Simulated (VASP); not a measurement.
# GaNi2O5 (Cmcm) in VASP: single point with PBE

Aim: the single point of GaNi2O5 with PBE.

Program: VASP 6.6.1. These are calculated values, not measurements. Logs are shortened: lines on timing, memory, paths and dates and some standing lists are left out, and cuts for length are marked.

## (1) The cell of the first run

It takes space group Cmcm (No. 63, orthorhombic). The conventional cell has a = 3.575 Å, b = 9.888 Å, c = 10.966 Å, α = 90.00°, β = 90.00°, γ = 90.00°. Within 2.5 Å of Ga (site symmetry m2m) lie 6 O at 1.85 to 2.34 Å. Ni (site symmetry m) has 5 O at 1.78 to 2.00 Å within 2.4 Å. O (site symmetry m) has 1 Ni at 1.78 Å and 1 Ga at 1.85 Å within 2.4 Å. O (site symmetry m2m) has 2 Ni at 1.96 Å and 2 Ga at 2.01 Å and 4 O at 2.61 Å within 2.7 Å. O (site symmetry m) has 3 Ni at 1.86 to 2.00 Å and 1 Ga at 2.34 Å and 8 O at 2.59 to 2.96 Å within 3.0 Å.

## (2) Single point, PBE, collinear spin, ferromagnetic start

File INCAR:

```
SYSTEM = GaNi2O5
  PREC = Accurate
  ENCUT = 520
  EDIFF = 1E-7
  ISMEAR = 0
  SIGMA = 0.2
  LREAL = Auto
  LASPH = .TRUE.
  NELM = 150
  ALGO = Normal
  ISIF = 2
  LWAVE = .FALSE.
  LCHARG = .TRUE.
  ISPIN = 2
  MAGMOM = 0 0 2 2 2 2 0 0 0 0 0 0 0 0 0 0
  LORBIT = 11
  LMAXMIX = 4
  GGA = PE
  LELF = .TRUE.
  LVHAR = .TRUE.
  NBANDS = 81
```

File KPOINTS:

```
regular mesh
0
G
  5 5 2
  0 0 0
```

File POSCAR:

```
GaNi2O5
1.0
    1.7874157311     -4.9438324647      0.0000000000
    1.7874157311      4.9438324647      0.0000000000
    0.0000000000      0.0000000000     10.9658272173
Ga Ni O
2 4 10
Direct
    0.0841556535      0.9158443465      0.7500000000
    0.9158443465      0.0841556535      0.2500000000
    0.7819705301      0.2180294699      0.9016212450
    0.7819705301      0.2180294699      0.5983787550
    0.2180294699      0.7819705301      0.0983787550
    0.2180294699      0.7819705301      0.4016212450
    0.9600236205      0.0399763795      0.8766819967
    0.9600236205      0.0399763795      0.6233180033
    0.6776289308      0.3223710692      0.7500000000
    0.2324874933      0.7675125067      0.9162834703
    0.2324874933      0.7675125067      0.5837165297
    0.0399763795      0.9600236205      0.1233180033
    0.0399763795      0.9600236205      0.3766819967
    0.3223710692      0.6776289308      0.2500000000
    0.7675125067      0.2324874933      0.0837165297
    0.7675125067      0.2324874933      0.4162834703
```

Potentials or basis: VASP PAW PBE potentials, release 64 (Ga_d, Ni, O).

Run with:

```
> cat potpaw_PBE.64/Ga_d/POTCAR potpaw_PBE.64/Ni/POTCAR potpaw_PBE.64/O/POTCAR > POTCAR
> mpirun -np 1 vasp_std > vasp.out
```

OUTCAR:

```text
SYSTEM = GaNi2O5
   PREC = Accurate
   ENCUT = 520
   EDIFF = 1E-7
   ISMEAR = 0
   LREAL = Auto
   LASPH = .TRUE.
   NELM = 150
   ISIF = 2
   ISPIN = 2
   LORBIT = 11
   GGA = PE

 ion  position               nearest neighbor table
   1  0.084  0.916  0.750-   7 1.85   8 1.85   9 2.01   9 2.01  11 2.34  10 2.34
   2  0.916  0.084  0.250-  12 1.85  13 1.85  14 2.01  14 2.01  16 2.34  15 2.34
   3  0.782  0.218  0.902-   7 1.78  10 1.86  10 1.86   9 1.96  15 2.00   5 2.87   5 2.87
   4  0.782  0.218  0.598-   8 1.78  11 1.86  11 1.86   9 1.96  16 2.00   6 2.87   6 2.87
   5  0.218  0.782  0.098-  12 1.78  15 1.86  15 1.86  14 1.96  10 2.00   3 2.87   3 2.87
   6  0.218  0.782  0.402-  13 1.78  16 1.86  16 1.86  14 1.96  11 2.00   4 2.87   4 2.87
   7  0.960  0.040  0.877-   3 1.78   1 1.85
   8  0.960  0.040  0.623-   4 1.78   1 1.85
   9  0.678  0.322  0.750-   3 1.96   4 1.96   1 2.01   1 2.01
  10  0.232  0.768  0.916-   3 1.86   3 1.86   5 2.00   1 2.34
  11  0.232  0.768  0.584-   4 1.86   4 1.86   6 2.00   1 2.34
  12  0.040  0.960  0.123-   5 1.78   2 1.85
  13  0.040  0.960  0.377-   6 1.78   2 1.85
  14  0.322  0.678  0.250-   5 1.96   6 1.96   2 2.01   2 2.01
  15  0.768  0.232  0.084-   5 1.86   5 1.86   3 2.00   2 2.34
  16  0.768  0.232  0.416-   6 1.86   6 1.86   4 2.00   2 2.34

  LATTYP: Found a base centered orthorhombic cell.
 ALAT       =     3.5748314622
 B/A-ratio  =     2.7659107944
 C/A-ratio  =     3.0675088695

  Lattice vectors:

 A1 = (   1.7874157311,  -4.9438324647,   0.0000000000)
 A2 = (   1.7874157311,   4.9438324647,   0.0000000000)
 A3 = (   0.0000000000,   0.0000000000,  10.9658272173)

Analysis of symmetry for initial positions (statically):
=====================================================================
 Subroutine PRICEL returns:
 Original cell was already a primitive cell.

 Routine SETGRP: Setting up the symmetry group for a
 base centered orthorhombic supercell.

 Subroutine GETGRP returns: Found  8 space group operations
 (whereof  4 operations were pure point group operations)
 out of a pool of  8 trial point group operations.

The static configuration has the point symmetry C_2h.
 The point group associated with its full space group is D_2h.

Analysis of symmetry for dynamics (positions and initial velocities):
=====================================================================
 Subroutine PRICEL returns:
 Original cell was already a primitive cell.

 Routine SETGRP: Setting up the symmetry group for a
 base centered orthorhombic supercell.

 Subroutine GETGRP returns: Found  8 space group operations
[... 183 lines left out ...]
  ---------------------------------------------------
  free energy    TOTEN  =       -89.35518261 eV

  energy without entropy =      -89.22240106  energy(sigma->0) =      -89.28879183

 E-fermi :   2.7608     XC(G=0): -10.2506

 val. band max:        2.7049618482   @ k =  -0.4000   0.4000   0.5000
 cond. band min:       2.7610900722   @ k =  -0.4000   0.4000   0.0000
 fundamental gap:      0.0561282240
 Fermi energy:         2.7607882054

 spin component 1

 k-point     1 :       0.0000    0.0000    0.0000
  band No.  band energies     occupation
      1     -16.9445      1.00000
      2     -16.5888      1.00000
      3     -16.3669      1.00000
      4     -15.7188      1.00000
      5     -15.5194      1.00000
      6     -15.3129      1.00000
[... 1393 lines left out ...]
     74       9.3749      0.00000
     75      10.3590      0.00000
 Fermi energy:         2.7607882054

 spin component 2

 k-point     1 :       0.0000    0.0000    0.0000
  band No.  band energies     occupation
      1     -16.7393      1.00000
      2     -16.3935      1.00000
      3     -16.1538      1.00000
      4     -15.5225      1.00000
      5     -15.2907      1.00000
      6     -15.0420      1.00000
[... 1393 lines left out ...]
     74       9.6219      0.00000
     75      10.7067      0.00000
 [bands above 75 left out]

------------------------ aborting loop because EDIFF is reached ----------------------------------------

  FORCE on cell =-STRESS in cart. coord.  units (eV):
  Direction    XX          YY          ZZ          XY          YZ          ZX
  --------------------------------------------------------------------------------------
  -------------------------------------------------------------------------------------
  Total        0.8841035      1.0504691      0.5877117      0.0000000      0.0000000      0.0000000
  in kB        7.3089162      8.6842666      4.8586345      0.0000000      0.0000000      0.0000000
  external PRESSURE =       6.9506057 kB  Pullay stress =       0.0000000 kB

 VOLUME and BASIS-vectors are now :
 -----------------------------------------------------------------------------
  energy-cutoff  :      520.00
  volume of cell :      193.80
      direct lattice vectors                 reciprocal lattice vectors
     1.787415731 -4.943832465  0.000000000     0.279733467 -0.101136113  0.000000000
     1.787415731  4.943832465  0.000000000     0.279733467  0.101136113  0.000000000
     0.000000000  0.000000000 10.965827217     0.000000000  0.000000000  0.091192391

 POSITION                                       TOTAL-FORCE (eV/Angst)
 -----------------------------------------------------------------------------------
      1.78742      4.11173      8.22437         0.000000     -0.073647      0.000000
      1.78742     -4.11173      2.74146         0.000000      0.073647     -0.000000
      1.78742     -2.78803      9.88702         0.000000      0.092504      0.031509
      1.78742     -2.78803      6.56172         0.000000      0.092504     -0.031509
      1.78742      2.78803      1.07880         0.000000     -0.092504     -0.031509
      1.78742      2.78803      4.40411         0.000000     -0.092504      0.031509
[... 8 lines left out ...]
      1.78742     -2.64507      0.91802         0.000000      0.001601     -0.013834
      1.78742     -2.64507      4.56489         0.000000      0.001601      0.013834
 -----------------------------------------------------------------------------------
    total drift:                                0.000000      0.000000      0.000000

  FREE ENERGIE OF THE ION-ELECTRON SYSTEM (eV)
  ---------------------------------------------------
  free  energy   TOTEN  =       -89.3551826113 eV

  energy  without entropy=      -89.2224010570  energy(sigma->0) =      -89.28879183

 total charge

# of ion       s       p       d       tot
------------------------------------------
    1        0.703   0.707  10.205  11.615
    2        0.703   0.707  10.205  11.615
    3        0.448   0.640   8.191   9.279
    4        0.448   0.640   8.191   9.279
    5        0.448   0.640   8.191   9.279
    6        0.448   0.640   8.191   9.279
[... 8 lines left out ...]
   15        1.582   3.370   0.000   4.952
   16        1.582   3.370   0.000   4.952
--------------------------------------------------
tot         18.980  37.676  53.175 109.831

 magnetization (x)

# of ion       s       p       d       tot
------------------------------------------
    1       -0.005   0.008   0.019   0.022
    2       -0.005   0.008   0.019   0.022
    3       -0.002   0.035   0.880   0.912
    4       -0.002   0.035   0.880   0.912
    5       -0.002   0.035   0.880   0.912
    6       -0.002   0.035   0.880   0.912
[... 8 lines left out ...]
   15        0.005   0.100   0.000   0.106
   16        0.005   0.100   0.000   0.106
--------------------------------------------------
tot          0.048   2.575   3.557   6.181
```

Run time: 61 min. Hardware: 1 thread of Oxide Virtual Turin-like, shared host; peak memory 0.64 GiB.

What came out:

| Item | Value |
| --- | --- |
| Free energy | -89.3552 eV |
| Pressure | 0.7 GPa |
| Largest force | 0.098 eV/Å |
| Net moment | 6.70 μB per cell |
| Site moments | Ga +0.02; Ni +0.91; O +0.47, +0.10, +0.11 (each value once) μB |
| Valence electrons inside the program's atomic spheres | Ga 11.62; Ni 9.28; O 4.93, 4.99, 4.95 (each value once) |

Forces in eV/Å, atoms in the order of the input:
```
Ga   0.000 -0.074  0.000
Ga   0.000  0.074  0.000
Ni   0.000  0.093  0.032
Ni   0.000  0.093 -0.032
Ni   0.000 -0.093 -0.032
Ni   0.000 -0.093  0.032
O    0.000 -0.059  0.027
O    0.000 -0.059 -0.027
O    0.000  0.026  0.000
O    0.000 -0.002  0.014
O    0.000 -0.002 -0.014
O    0.000  0.059 -0.027
O    0.000  0.059  0.027
O    0.000 -0.026  0.000
O    0.000  0.002 -0.014
O    0.000  0.002  0.014
```

Stress tensor (GPa, compression positive):
```
0.73 0.00 0.00
0.00 0.87 0.00
0.00 0.00 0.49
```

Caveat: the k points lie up to 0.37 Å⁻¹ apart; semilocal functionals often make such compounds metallic where correlation or magnetic order opens a gap, which also shifts bond lengths.
